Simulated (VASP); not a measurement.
# Ba (P6_3/mmc) in VASP: further runs, part 2 of 2

VASP 6.6.1. The steps go on from the part before.

## Step 4: Single point, BLYP (67.12 Å³/atom)

This run uses another cell than the first one, of 67.12 Å³/atom.

INCAR

```
SYSTEM = Ba
  AGGAC = 1.0
  AGGAX = 1.0
  ALDAC = 0.0
  ALDAX = 1.0
  ALGO = Normal
  EDIFF = 1E-7
  ENCUT = 520
  GGA = B5
  ISIF = 2
  ISMEAR = -1
  LASPH = .True.
  LCHARG = .False.
  LREAL = .False.
  LWAVE = .False.
  NBANDS = 28
  NELM = 100
  PREC = Accurate
  SIGMA = 0.1
```

KPOINTS

```
k-points
0
Gamma
  9 9 3
  0 0 0
```

POSCAR

```
Ba
1.0
    4.5626133709      0.0000000000      0.0000000000
   -2.2813066855      3.9513390869      0.0000000000
    0.0000000000      0.0000000000     14.8924460695
Ba
4
Direct
    0.0000000000      1.0000000000      1.0000000000
    0.0000000000      1.0000000000      0.5000000000
    0.3333333333      0.6666666667      0.2500000000
    0.6666666667      0.3333333333      0.7500000000
```

Potentials or basis: VASP PAW PBE potentials, release 64 (Ba_sv).

Started as:

```sh
cat potpaw_PBE.64/Ba_sv/POTCAR > POTCAR
mpirun -np 1 vasp_std > vasp.out
```

OUTCAR:

```text
SYSTEM = Ba
   EDIFF = 1E-7
   ENCUT = 520
   GGA = B5
   ISIF = 2
   ISMEAR = -1
   LASPH = .True.
   LREAL = .False.
   NELM = 100
   PREC = Accurate

 ion  position               nearest neighbor table
   1  0.000  0.000  0.000-   3 4.56   4 4.56   4 4.56   3 4.56   4 4.56   3 4.56
   2  0.000  0.000  0.500-   3 4.56   4 4.56   4 4.56   3 4.56   4 4.56   3 4.56
   3  0.333  0.667  0.250-   1 4.56   2 4.56   1 4.56   2 4.56   1 4.56   2 4.56
   4  0.667  0.333  0.750-   1 4.56   2 4.56   1 4.56   2 4.56   1 4.56   2 4.56

  LATTYP: Found a hexagonal cell.
 ALAT       =     4.5626133709
 C/A-ratio  =     3.2640166630

  Lattice vectors:

 A1 = (   4.5626133709,   0.0000000000,   0.0000000000)
 A2 = (  -2.2813066855,   3.9513390869,   0.0000000000)
 A3 = (   0.0000000000,   0.0000000000,  14.8924460695)

Analysis of symmetry for initial positions (statically):
=====================================================================
 Subroutine PRICEL returns:
 Original cell was already a primitive cell.

 Routine SETGRP: Setting up the symmetry group for a
 hexagonal supercell.

 Subroutine GETGRP returns: Found 24 space group operations
 (whereof 12 operations were pure point group operations)
 out of a pool of 24 trial point group operations.

The static configuration has the point symmetry D_3d.
 The point group associated with its full space group is D_6h.

Analysis of symmetry for dynamics (positions and initial velocities):
=====================================================================
 Subroutine PRICEL returns:
 Original cell was already a primitive cell.

 Routine SETGRP: Setting up the symmetry group for a
 hexagonal supercell.

 Subroutine GETGRP returns: Found 24 space group operations
 (whereof 12 operations were pure point group operations)
 out of a pool of 24 trial point group operations.

The dynamic configuration has the point symmetry D_3d.
 The point group associated with its full space group is D_6h.

 Subroutine INISYM returns: Found 24 space group operations
 (whereof 12 operations are pure point group operations),
 and found     1 'primitive' translations

----------------------------------------------------------------------------------------

                                     Primitive cell

  volume of cell :     268.4875

  direct lattice vectors                    reciprocal lattice vectors
     4.562613371  0.000000000  0.000000000     0.219172636  0.126539380  0.000000000
    -2.281306686  3.951339087  0.000000000     0.000000000  0.253078761  0.000000000
     0.000000000  0.000000000 14.892446070     0.000000000  0.000000000  0.067148136

  length of vectors
     4.562613371  4.562613371 14.892446070     0.253078761  0.253078761  0.067148136

  position of ions in fractional coordinates (direct lattice)
     0.000000000  0.000000000  0.000000000
     0.000000000  0.000000000  0.500000000
     0.333333333  0.666666667  0.250000000
     0.666666667  0.333333333  0.750000000

  ion indices of the primitive-cell ions
   primitive index   ion index
                 1           1
                 2           2
                 3           3
                 4           4

----------------------------------------------------------------------------------------

 KPOINTS: k-points

Automatic generation of k-mesh.
 Grid dimensions read from file:
 generate k-points for:    9    9    3

 Generating k-lattice:

  Cartesian coordinates                     Fractional coordinates (reciprocal lattice)
     0.024352515  0.014059931  0.000000000     0.111111111  0.000000000  0.000000000
     0.000000000  0.028119862  0.000000000     0.000000000  0.111111111  0.000000000
     0.000000000  0.000000000  0.022382712     0.000000000  0.000000000  0.333333333

  Length of vectors
     0.028119862  0.028119862  0.022382712

  Shift w.r.t. Gamma in fractional coordinates (k-lattice)
     0.000000000  0.000000000  0.000000000

 Subroutine IBZKPT returns following result:
 ===========================================

 Found     24 irreducible k-points:

 Following reciprocal coordinates:
            Coordinates               Weight
  0.000000  0.000000  0.000000      1.000000
  0.111111  0.000000  0.000000      6.000000
  0.222222  0.000000  0.000000      6.000000
  0.333333 -0.000000  0.000000      6.000000
  0.444444  0.000000  0.000000      6.000000
  0.111111  0.111111  0.000000      6.000000
[... 16 lines left out ...]
  0.333333  0.222222  0.333333     24.000000
  0.333333  0.333333  0.333333      4.000000
   k-points           NKPTS =     24   k-points in BZ     NKDIM =     24   number of bands    NBANDS=     28
   number of dos      NEDOS =    301   number of ions     NIONS =      4
   total plane-waves  NPLWV = 145152
   dimension x,y,z NGX =    36 NGY =   36 NGZ =  112
   dimension x,y,z NGXF=    72 NGYF=   72 NGZF=  224
   ions per type =               4
   NGX,Y,Z   is equivalent  to a cutoff of  13.12, 13.12, 12.50 a.u.
   NGXF,Y,Z  is equivalent  to a cutoff of  26.23, 26.23, 25.01 a.u.
 SYSTEM =  Ba
   PREC   = accura    normal or accurate (medium, high low for compatibility)
   ISTART =      0    job   : 0-new  1-cont  2-samecut
   ICHARG =      2    charge: 1-file 2-atom 10-const
   ISPIN  =      1    spin polarized calculation?
   LNONCOLLINEAR =      F non collinear calculations
   LSORBIT =      F    spin-orbit coupling
   LASPH  =      T    aspherical Exc in radial PAW
   ENCUT  =  520.0 eV  38.22 Ry    6.18 a.u.   8.48  8.48 27.69*2*pi/ulx,y,z
   NELM   =    100;   NELMIN=  2; NELMDL= -5     # of ELM steps
   EDIFF  = 0.1E-06   stopping-criterion for ELM
   LREAL  =      F    real-space projection
   EDIFFG = 0.1E-05   stopping-criterion for IOM
   NSW    =      0    number of steps for IOM
   IBRION =     -1    ionic relax: 0-MD 1-quasi-New 2-CG
   NFREE  =      0    steps in history (QN), initial steepest desc. (CG)
   ISIF   =      2    stress and relaxation
   ISYM   =      2    0-nonsym 1-usesym 2-fastsym
   POTIM  = 0.5000    time-step for ionic-motion
   TEBEG  =    0.0;   TEEND  =   0.0 temperature during run
   PSTRESS=    0.0 pullay stress
   NELECT =      40.0000    total number of electrons
   NUPDOWN=      -1.0000    fix difference up-down
   EMIN   =  10.00;   EMAX   =-10.00  energy-range for DOS
   EFERMI =   0.00;   METHOD = LEGACY
   ISMEAR =    -1;   SIGMA  =   0.10  broadening in eV -4-tet -1-fermi 0-gaus
   EFERMI_NEDOS =   21; number of points for ismear=-14 and -15
   IALGO  =     38    algorithm
   IMIX   =      4    mixing-type and parameters
     AMIX     =   0.40;   BMIX     =  1.00
     AMIX_MAG =   1.60;   BMIX_MAG =  1.00
  volume/ion in A,a.u.               =      67.12       452.96
  Fermi-wavevector in a.u.,A,eV,Ry     =   0.867868  1.640032 10.247830  0.753194
  Thomas-Fermi vector in A             =   1.986464
   LORBIT       =      0    0 simple, 1 ext, 2 COOP (PROOUT), +10 PAW based schemes
   GGA     = B5    functional components
   LHFCALC =     F    Hartree Fock is set to
   AEXX    =    0.0000 exact exchange contribution
   IVDW    =     0    specifies the selected vdW correction
   LEPSILON=     F    determine dielectric tensor
   LRPA    =     F    only Hartree local field effects (RPA)
 non-spin polarized calculation
  energy-cutoff  :      520.00
  volume of cell :      268.49
 maximum number of plane-waves:      7309
 NGX is ok and might be reduce to    36
   NGX = 17   NGY = 17   NGZ = 55

 number of electron      39.9999996 magnetization

 Free energy of the ion-electron system (eV)
  ---------------------------------------------------
  ext. energy  EPLUGINS =         0.00000000
  ---------------------------------------------------
  free energy    TOTEN  =        -5.04447490 eV

  energy without entropy =       -4.80178248  energy(sigma->0) =       -4.92312869

 E-fermi :   1.9551     XC(G=0):  -6.7313

 val. band max:        1.9497641874   @ k =   0.2222   0.1111   0.0000
 cond. band min:       1.9567131677   @ k =   0.3333   0.3333   0.3333
 fundamental gap:      0.0069489804
 Fermi energy:         1.9551053551

 k-point     1 :       0.0000    0.0000    0.0000
  band No.  band energies     occupation
      1     -27.1042      2.00000
      2     -27.0895      2.00000
      3     -27.0886      2.00000
      4     -27.0738      2.00000
      5     -12.5205      2.00000
      6     -12.3415      2.00000
[... 733 lines left out ...]
     27       2.8625      0.00023
     28       2.9464      0.00010

------------------------ aborting loop because EDIFF is reached ----------------------------------------

  FORCE on cell =-STRESS in cart. coord.  units (eV):
  Direction    XX          YY          ZZ          XY          YZ          ZX
  --------------------------------------------------------------------------------------
  -------------------------------------------------------------------------------------
  Total        0.1294409      0.1294409      0.1206981     -0.0000000      0.0000000      0.0000000
  in kB        0.7724279      0.7724279      0.7202559     -0.0000000      0.0000000      0.0000000
  external PRESSURE =       0.7550372 kB  Pullay stress =       0.0000000 kB

 VOLUME and BASIS-vectors are now :
 -----------------------------------------------------------------------------
  energy-cutoff  :      520.00
  volume of cell :      268.49
      direct lattice vectors                 reciprocal lattice vectors
     4.562613371  0.000000000  0.000000000     0.219172636  0.126539380  0.000000000
    -2.281306686  3.951339087  0.000000000     0.000000000  0.253078761  0.000000000
     0.000000000  0.000000000 14.892446070     0.000000000  0.000000000  0.067148136

 POSITION                                       TOTAL-FORCE (eV/Angst)
 -----------------------------------------------------------------------------------
      0.00000      0.00000      0.00000        -0.000000      0.000000      0.000000
      0.00000      0.00000      7.44622        -0.000000      0.000000      0.000000
     -0.00000      2.63423      3.72311         0.000000      0.000000     -0.000000
      2.28131      1.31711     11.16933        -0.000000      0.000000     -0.000000
 -----------------------------------------------------------------------------------
    total drift:                               -0.000000      0.000000      0.000000

  FREE ENERGIE OF THE ION-ELECTRON SYSTEM (eV)
  ---------------------------------------------------
  free  energy   TOTEN  =        -5.0444748955 eV

  energy  without entropy=       -4.8017824828  energy(sigma->0) =       -4.92312869
```

OSZICAR:

```text
N       E                     dE             d eps       ncg     rms          rms(c)
DAV:   1     0.328851965024E+03    0.32885E+03   -0.16032E+04  1344   0.117E+03
DAV:   2     0.217468925631E+02   -0.30711E+03   -0.30233E+03  1988   0.230E+02
DAV:   3    -0.410188582076E+01   -0.25849E+02   -0.25479E+02  1932   0.691E+01
DAV:   4    -0.502019853078E+01   -0.91831E+00   -0.90927E+00  2068   0.109E+01
DAV:   5    -0.503773976619E+01   -0.17541E-01   -0.17464E-01  1820   0.161E+00    0.349E+00
DAV:   6    -0.503431573863E+01    0.34240E-02   -0.24228E-02  1872   0.116E+00    0.210E+00
DAV:   7    -0.504217108603E+01   -0.78553E-02   -0.53232E-02  1576   0.195E+00    0.136E-01
DAV:   8    -0.504389054780E+01   -0.17195E-02   -0.22443E-03  1864   0.277E-01    0.648E-02
DAV:   9    -0.504440042789E+01   -0.50988E-03   -0.95661E-04  1576   0.158E-01    0.204E-02
DAV:  10    -0.504445002924E+01   -0.49601E-04   -0.11595E-04  1912   0.366E-02    0.122E-02
DAV:  11    -0.504447339765E+01   -0.23368E-04   -0.51657E-05  1628   0.189E-02    0.644E-03
DAV:  12    -0.504447474999E+01   -0.13523E-05   -0.55552E-06  1804   0.116E-02    0.253E-03
DAV:  13    -0.504447484421E+01   -0.94221E-07   -0.17238E-06  1580   0.532E-03    0.898E-04
DAV:  14    -0.504447489547E+01   -0.51259E-07   -0.10584E-07  1300   0.110E-03
   1 F= -.50444749E+01 E0= -.49231287E+01  d E =-.242692E+00
```

Wall time 6.8 min (1 thread of Intel Xeon 8259CL, shared host); peak memory 0.42 GiB.

What came out:

- Free energy: -5.0445 eV
- Pressure: 0.1 GPa
- Band gap on the k mesh: zero (bands 20 and 21 overlap by 0.10 eV)

Levels at points of the mesh, in eV from the Fermi level:
```csv
k point,band 16,band 17,band 18,band 19,band 20,band 21,band 22,band 23,band 24,band 25
"(0.00, 0.00, 0.00)",-14.10,-2.68,-1.78,-1.78,-0.93,0.91,0.94,1.05,1.47,1.47
```

Caveat: the PAW data sets were made with another functional, which shifts forces and pressure a little; spin-orbit coupling is left out, which moves the levels of the heavy elements.

## Step 5: Single point, BLYP (69.81 Å³/atom)

This run uses another cell than the first one, of 69.81 Å³/atom.

INCAR

```
PREC = Accurate
ENCUT = 520
EDIFF = 1E-7
ISMEAR = -1
SIGMA = 0.1
LREAL = F
LASPH = T
NELM = 100
ALGO = Normal
ISIF = 2
LWAVE = F
LCHARG = T
GGA = B5
ALDAX = 1.0
AGGAX = 1.0
AGGAC = 1.0
ALDAC = 0.0
LELF = T
LVHAR = T
NBANDS = 28
```

KPOINTS

```
regular mesh
0
Gamma
  9 9 3
```

POSCAR

```
Ba
1.0
    4.6226546428      0.0000000000      0.0000000000
   -2.3113273214      4.0033363536      0.0000000000
    0.0000000000      0.0000000000     15.0884217812
Ba
4
Direct
    0.0000000000      1.0000000000      1.0000000000
    0.0000000000      1.0000000000      0.5000000000
    0.3333333333      0.6666666667      0.2500000000
    0.6666666667      0.3333333333      0.7500000000
```

Started as:

```sh
cat potpaw_PBE.64/Ba_sv/POTCAR > POTCAR
mpirun -np 1 vasp_std > vasp.out
```

Run time: 7.4 min. Hardware: 1 thread of Intel Xeon 8259CL, shared host; peak memory 0.45 GiB.

Results (log left out):

```yaml
Free_energy: -5.0397 eV
Pressure: -0.2 GPa
Band_gap_on_the_k_mesh: zero (bands 20 and 21 overlap by 0.09 eV)
```

Levels at points of the mesh, in eV from the Fermi level:
| k point | band 16 | band 17 | band 18 | band 19 | band 20 | band 21 | band 22 | band 23 | band 24 | band 25 |
| --- | --- | --- | --- | --- | --- | --- | --- | --- | --- | --- |
| (0.00, 0.00, 0.00) | -14.19 | -2.66 | -1.79 | -1.79 | -0.92 | 0.89 | 0.92 | 0.95 | 1.44 | 1.44 |

Caveat: the PAW data sets were made with another functional, which shifts forces and pressure a little; spin-orbit coupling is left out, which moves the levels of the heavy elements.

## Step 6: The runs side by side

```tsv
cell	gap on the mesh (eV)	pressure (GPa)
a = 4.438, b = 4.438, c = 14.484 Å, angles 90.0, 90.0, 120.0°, 4 atoms	none	0.8
a = 4.501, b = 4.501, c = 14.691 Å, angles 90.0, 90.0, 120.0°, 4 atoms	none	0.4
a = 4.563, b = 4.563, c = 14.892 Å, angles 90.0, 90.0, 120.0°, 4 atoms	none	0.1
a = 4.623, b = 4.623, c = 15.088 Å, angles 90.0, 90.0, 120.0°, 4 atoms	none	-0.2
```

Alike in all rows: task single point; level BLYP; potentials or basis VASP PAW PBE potentials, release 64 (Ba_sv); no spin polarisation; k mesh 9 × 9 × 3; cutoff (eV) 520; smearing fermi-dirac 0.1 eV.

Caveats: the PAW data sets were made with another functional, which shifts forces and pressure a little; spin-orbit coupling is left out, which moves the levels of the heavy elements.

Absolute energies hang on the potentials; compare differences alone.
